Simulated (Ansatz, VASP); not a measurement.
# LiCl: VASP beside Ansatz

Contents of INCAR:

```
  ALGO = Normal
  EDIFF = 1E-6
  ENCUT = 750
  GGA = PE
  GGA_COMPAT = F
  ISIF = 2
  ISMEAR = 0
  LASPH = T
  LCHARG = T
  LELF = T
  LREAL = F
  LVHAR = T
  LWAVE = F
  NBANDS = 12
  NELM = 120
  PREC = Accurate
  SIGMA = 0.1
```

KPOINTS

```
k-points
0
Gamma
  6 6 6
```

POSCAR

```
LiCl
1.0
    0.0000000000      2.5421223600      2.5421223600
    2.5421223600      0.0000000000      2.5421223600
    2.5421223600      2.5421223600      0.0000000000
Li Cl
1 1
Direct
    0.0000000000      0.0000000000      0.0000000000
    0.5000000000      0.5000000000      0.5000000000
```

Input for Ansatz:

```yaml
crystal:
  lattice:
    - [0.0, 2.542122, 2.542122]
    - [2.542122, 0.0, 2.542122]
    - [2.542122, 2.542122, 0.0]
  atoms:
    - { symbol: Li, position: [0.0, 0.0, 0.0] }
    - { symbol: Cl, position: [0.5, 0.5, 0.5] }
basis:
  ecutwfc: 420
kpoints:
  mp_grid: { grid: [6, 6, 6] }
hamiltonian:
  xc: pbe
scf:
  occupations: { method: gaussian, width: 0.1 }
output:
  forces: true
  stress: true
  eigenvalues: true
```

Alike in both runs: task single point; functional PBE; k mesh 6 × 6 × 6; occupations gaussian, width 0.1 eV; no spin polarisation.

|  | VASP | Ansatz |
| --- | --- | --- |
| version | VASP 6.6.1 | Ansatz 0.2.0 |
| potentials or method | VASP PAW PBE potentials, release 64 (Li_sv, Cl), cutoff 750 eV | scalar-relativistic, plane waves, PAW |
| valence electrons in the cell | 10 | 10 |

Ansatz gave:

* gap on the k mesh at the Fermi level (eV): 6.48
* least direct gap on the mesh (eV): 6.48
* pressure (GPa): 1.3

Problem. Which values does VASP return?

Solution. gap on the k mesh at the Fermi level (eV): 6.49; least direct gap on the mesh (eV): 6.49; pressure (GPa): 1.3.
